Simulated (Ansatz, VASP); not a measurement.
## One calculation of Rh, two programs

The input POSCAR:

```
Rh
1.0
    0.0000000000      1.8978500000      1.8978500000
    1.8978500000      0.0000000000      1.8978500000
    1.8978500000      1.8978500000      0.0000000000
Rh
1
Direct
    0.0000000000      0.0000000000      0.0000000000
```

Contents of INCAR.step1:

```
  PREC = Accurate
  ENCUT = 600
  ISMEAR = -1
  SIGMA = 0.05
  LREAL = F
  LASPH = T
  NELM = 60
  GGA = PE
  ALGO = Normal
  EDIFF = 1E-4
  LWAVE = T
  LCHARG = F
```

The input INCAR.step2:

```
  PREC = Accurate
  ENCUT = 600
  EDIFF = 1E-6
  ISMEAR = -1
  SIGMA = 0.05
  LREAL = F
  LASPH = T
  NELM = 60
  ALGO = Normal
  ISIF = 3
  LWAVE = F
  LCHARG = F
  METAGGA = R2SCAN
  LMIXTAU = T
  IVDW = 12
  VDW_S6 = 1.0
  VDW_S8 = 0.78981345
  VDW_A1 = 0.49484001
  VDW_A2 = 5.73083694
  IBRION = 2
  NSW = 60
  EDIFFG = -0.01
  ISTART = 1
```

File KPOINTS:

```
Automatic mesh
0
Gamma
  12 12 12
```

Contents of input.yaml:

```yaml
crystal:
  lattice:
    - [0.0, 1.89785, 1.89785]
    - [1.89785, 0.0, 1.89785]
    - [1.89785, 1.89785, 0.0]
  atoms:
    - { symbol: Rh, position: [0.0, 0.0, 0.0] }
hamiltonian:
  xc: r2scan
  pseudopotentials: { kind: paw }
  dispersion: d3bj
kpoints:
  mp_grid: { grid: [12, 12, 12] }
scf:
  occupations: { method: fermi_dirac, width: 0.05 }
output:
  forces: true
  stress: true
  eigenvalues: true
relax:
  f_tol: 0.01
  max_steps: 40
  cell: { stress_tol: 0.05 }
```

Alike in both runs: task relaxation of cell and atoms; functional r2SCAN; dispersion D3(BJ); k mesh 12 × 12 × 12; occupations fermi-dirac, width 0.05 eV; no spin polarisation.

|  | VASP | Ansatz |
| --- | --- | --- |
| version | VASP 6.6.1 | Ansatz 0.2.0 |
| potentials or method | VASP PAW PBE potentials, release 64 (Rh_pv) | Ansatz PAW |
| plane-wave cutoff (eV) | 600 | 500 |
| valence electrons in the cell | 15 | 17 |

```tsv
	VASP	Ansatz	Ansatz less VASP
gap on the k mesh at the Fermi level, each at its own relaxed structure (eV)	none	none	-
relaxed volume (Å³/atom)	13.59	13.54	-0.055
relaxed cell length with the largest relative difference (Å)	2.679	2.675	-0.0036
```

VASP's potentials were made for PBE, not for r2SCAN. A gap of «none» marks a metal or a gap that the smearing closes. VASP's potentials hold 15 valence electrons a cell and Ansatz's 17, so a difference there can come from the potentials and not from the codes.

Noted on Ansatz's run: the plane-wave basis is chosen anew once the cell has moved, so the energies of steps on either side of that aren't comparable.
